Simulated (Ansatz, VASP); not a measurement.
# Two plane-wave programs on Au

The input INCAR:

```
PREC = Accurate
ENCUT = 520
EDIFF = 1E-6
ISMEAR = -1
SIGMA = 0.1
LREAL = False
LASPH = True
NELM = 100
ALGO = Normal
ISIF = 2
LWAVE = False
LCHARG = False
GGA = PE
NBANDS = 12
```

The input KPOINTS:

```
Automatic mesh
0
Gamma
  17 17 17
```

POSCAR

```
Au
1.0
    0.0000000000      1.6716053446      1.6716053446
    1.6716053446      0.0000000000      1.6716053446
    1.6716053446      1.6716053446      0.0000000000
Au
1
Direct
    0.0000000000      0.0000000000      0.0000000000
```

Input for Ansatz:

```yaml
crystal:
  lattice:
    - [0.0, 1.6716053446, 1.6716053446]
    - [1.6716053446, 0.0, 1.6716053446]
    - [1.6716053446, 1.6716053446, 0.0]
  atoms:
    - { symbol: Au, position: [0.0, 0.0, 0.0] }
kpoints:
  mp_grid: { grid: [17, 17, 17] }
scf:
  occupations: { method: fermi_dirac, width: 0.1 }
hamiltonian:
  xc: pbe
  pseudopotentials: { kind: paw }
output:
  forces: true
  stress: true
  eigenvalues: true
  populations: true
  write_density: true
  write_potential: true
  elf: true
  volumetric_format: npy
```

Change from the starting cell: volume scaled by 0.52, PAW files.

Alike in both runs: task single point; functional PBE; k mesh 17 × 17 × 17; occupations fermi-dirac, width 0.1 eV; no spin polarisation.

|  | VASP | Ansatz |
| --- | --- | --- |
| version | VASP 6.6.1 | Ansatz 0.2.0 |
| potentials or method | VASP PAW PBE potentials, release 64 (Au) | PAW with Ansatz's default frozen-core files, scalar-relativistic |
| plane-wave cutoff (eV) | 520 | 420 |
| valence electrons in the cell | 11 | 19 |

|  | VASP | Ansatz | Ansatz less VASP |
| --- | --- | --- | --- |
| pressure (GPa) | 568.4 | 562.1 | -6.26 |

Both programs put the cell under a high pressure, so it lies far from rest at this level. VASP's potentials hold 11 valence electrons a cell and Ansatz's 19, so a difference there can come from the potentials and not from the codes.

Neither program's run includes spin-orbit coupling. Noted on VASP's run: the cell as given lies far from equilibrium.
